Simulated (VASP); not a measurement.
# Hf: single point with PBE

The system is Hf.

```
CELL_PARAMETERS angstrom
2.91381 0.00000 0.00000
0.00000 2.91381 0.00000
0.00000 0.00000 2.91381
ATOMIC_POSITIONS crystal
Hf 0.50000 0.50000 0.50000
```

```json
{
 "Program": "VASP 6.6.1",
 "Task": "single point",
 "Functional": "PBE",
 "Potentials or basis": "VASP PAW PBE potentials, release 64 (Hf_pv)",
 "Cutoff": "520 eV",
 "k mesh": "18 × 18 × 18",
 "Occupations": "gaussian, width 0.1 eV",
 "Spin": "no spin polarisation",
 "Dipole correction": "no",
 "Further INCAR settings": "ALGO = Fast; EDIFF = 1e-06; NBANDS = 11"
}
```

The pressure is -0.3 GPa. The band gap on the k mesh is zero (band 5 reaches 4.65 eV, above the bottom of band 6 at 2.40 eV).

Levels at points of the mesh, in eV from the Fermi level:
```csv
k point,band 1,band 2,band 3,band 4,band 5,band 6,band 7,band 8,band 9,band 10
"(0.00, 0.00, 0.00)",-29.96,-29.96,-29.96,-6.47,-1.40,-1.40,6.48,6.48,6.48,12.86
"(0.50, 0.00, 0.00)",-30.88,-29.88,-29.88,-3.13,-0.50,-0.07,3.08,3.08,6.85,9.56
"(0.50, 0.50, 0.00)",-30.76,-30.76,-29.80,-2.81,-0.61,3.81,3.81,4.44,4.44,8.69
"(0.50, 0.50, 0.50)",-30.64,-30.64,-30.64,-1.25,-1.25,-1.25,6.91,8.94,8.94,9.93
```

It took 31 s on 1 thread of Intel(R) Xeon(R) Platinum 8488C (Sapphire Rapids), on a shared host, peak memory 0.18 GiB.

Caveat: spin-orbit coupling is left out, which moves the levels of the heavy elements.
